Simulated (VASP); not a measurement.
Wanted: the native input for a VASP 6.6.1 run.

```yaml
Task: single point
Functional: PBE
Potentials_or_basis: VASP PAW PBE potentials, release 64 (Zr_sv)
Cutoff: 520 eV
k_mesh: 15 × 15 × 8
Occupations: gaussian, width 0.005 eV
Spin: no spin polarisation
Dipole_correction: no
Further_INCAR_settings: ALGO = Normal; EDIFF = 1e-06; NBANDS = 19
```

The structure of Zr lies in POSCAR:

```
Zr
1.0
    1.6155496483     -2.7982140730      0.0000000000
    1.6155496482      2.7982140730      0.0000000000
    0.0000000000      0.0000000000      5.1751358152
Zr
2
Direct
    0.6666666670      0.3333333330      0.2500000000
    0.3333333330      0.6666666670      0.7500000000
```

One way to write it, as run:

INCAR

```
SYSTEM = Zr
PREC = Accurate ; ENCUT = 520
EDIFF = 1E-6 ; ISMEAR = 0
SIGMA = 0.005 ; LREAL = .FALSE.
LASPH = .TRUE. ; NELM = 100
ALGO = Normal ; ISIF = 2
LWAVE = .FALSE. ; LCHARG = .TRUE.
GGA = PE ; LELF = .TRUE.
LVHAR = .TRUE. ; NBANDS = 19
```

KPOINTS

```
regular mesh
0
G
  15 15 8
  0 0 0
```

Potentials or basis: VASP PAW PBE potentials, release 64 (Zr_sv).

Launch:

```console
$ cat potpaw_PBE.64/Zr_sv/POTCAR > POTCAR
$ mpirun -np 1 vasp_std > vasp.out
```

It gave:

The pressure is 0.0 GPa and the band gap on the k mesh is zero (band 12 reaches 9.81 eV, above the bottom of band 13 at 8.63 eV).

It took 38 s on 1 thread of AMD EPYC 9R45 96-Core Processor (Zen 5), on a shared host, peak memory 0.2 GiB.
